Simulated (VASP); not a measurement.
# K2H3Au: single point with PBEsol

The system is K2H3Au.

```
K H Au
1.0
     2.68955    1.82762    4.54186
    -2.96056    1.64037    4.83461
    -0.29595   -3.27220    4.58683
K H Au
2 3 1
Direct
  0.36530 0.13570 0.29350
  0.86439 0.63527 0.79397
  0.88051 0.12002 0.27821
  0.93239 0.66985 0.22757
  0.32948 0.06834 0.82931
  0.10005 0.90005 0.05878
```

```json
{
  "Program": "VASP 6.6.1",
  "Task": "single point",
  "Functional": "PBEsol",
  "Potentials or basis": "VASP PAW PBE potentials, release 64 (K_sv, H, Au)",
  "Cutoff": "520 eV",
  "k mesh": "4 × 4 × 4",
  "Occupations": "fermi-dirac, width 0.05 eV",
  "Spin": "no spin polarisation",
  "Dipole correction": "no",
  "Further INCAR settings": "ALGO = Normal; EDIFF = 1e-06; NBANDS = 25"
}
```

```yaml
Pressure: 0.0 GPa
Largest_force: 0.012 eV/Å
Band_gap_on_the_k_mesh: 0.87 eV (least direct gap 0.88 eV)
```

Forces on the atoms (eV/Å):
```
K    0.000 -0.001  0.000
K    0.001  0.000  0.000
H    0.002  0.002 -0.003
H    0.000  0.005 -0.002
H    0.001  0.001 -0.004
Au  -0.003 -0.008  0.009
```

Levels at points of the mesh, in eV from the valence-band top:
```
           k point  band 13  band 14  band 15  band 16  band 17  band 18  band 19  band 20
(0.00, 0.00, 0.00)    -3.44    -3.39    -2.37    -0.02     2.80     3.15     3.78     4.92
(0.50, 0.00, 0.00)    -3.41    -3.24    -2.54    -0.33     2.19     3.59     4.07     4.87
(0.00, 0.50, 0.00)    -3.41    -3.24    -2.55    -0.33     2.20     3.59     4.07     4.87
(0.50, 0.50, 0.00)    -3.47    -3.18    -2.89    -0.07     2.26     2.67     4.49     5.04
(0.00, 0.00, 0.50)    -3.41    -3.24    -2.54    -0.33     2.18     3.60     4.06     4.87
(0.50, 0.00, 0.50)    -3.38    -3.17    -2.32    -0.01     0.87     2.21     3.89     5.14
(0.00, 0.50, 0.50)    -3.39    -3.21    -2.18    -1.04     2.11     2.85     4.38     4.95
(0.50, 0.50, 0.50)    -3.41    -3.24    -2.54    -0.33     2.18     3.60     4.06     4.87
```

Run time: 2.3 min on 1 thread of Intel(R) Xeon(R) Platinum 8488C (Sapphire Rapids), with other jobs on the host, peak memory 0.32 GiB.

Caveat: the PAW data sets were made with another functional, which shifts forces and pressure a little; spin-orbit coupling is left out, which moves the levels of the heavy elements. A k mesh can miss the band edges.
